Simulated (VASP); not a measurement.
Input of a VASP 6.6.1 run:

INCAR

```
PREC = Accurate ; ENCUT = 600
EDIFF = 1E-6 ; ISMEAR = 0
SIGMA = 0.1 ; LREAL = False
LASPH = True ; NELM = 100
ALGO = Normal ; ISIF = 3
LWAVE = False ; LCHARG = False
GGA = PE ; IBRION = 2
NSW = 90 ; EDIFFG = -0.04
```

Contents of KPOINTS:

```
regular mesh
0
Gamma
  4 4 4
```

The input POSCAR:

```
I
1.0
    0.0000000000      4.1615874656      6.1167771057
    3.2348388453      0.0000000000      6.1167771057
    3.2348388453      4.1615874656      0.0000000000
I
3
Direct
    0.0000000000      0.5000000000      0.0000000000
    0.5000000000      0.0000000000      0.5000000000
    0.0623300000      0.0623300000      0.9376700000
```

Potentials or basis: VASP PAW PBE potentials, release 64 (I).

The run is started by

```console
$ cat potpaw_PBE.64/I/POTCAR > POTCAR
$ mpirun -np 1 vasp_std > vasp.out
```

**Question.** What does it give for the relaxed volume?

**Answer.** 59.58 Å³/atom.

**Question.** Predict the relaxed cell.

**Answer.** a = 6.526 Å, b = 6.014 Å, c = 6.513 Å, α = 62.65°, β = 54.93°, γ = 62.43°.

**Question.** What does it give for the space group after relaxing (to 0.05 Å)?

**Answer.** Fmmm (No. 69).

Forces in eV/Å, atoms in the order of the input:
```
I   -0.011  0.000 -0.019
I    0.011  0.000 -0.019
I    0.000  0.000  0.037
```

Caveat: an odd number of electrons without spin polarisation forces a metal; a magnetic or distorted state may lie lower.
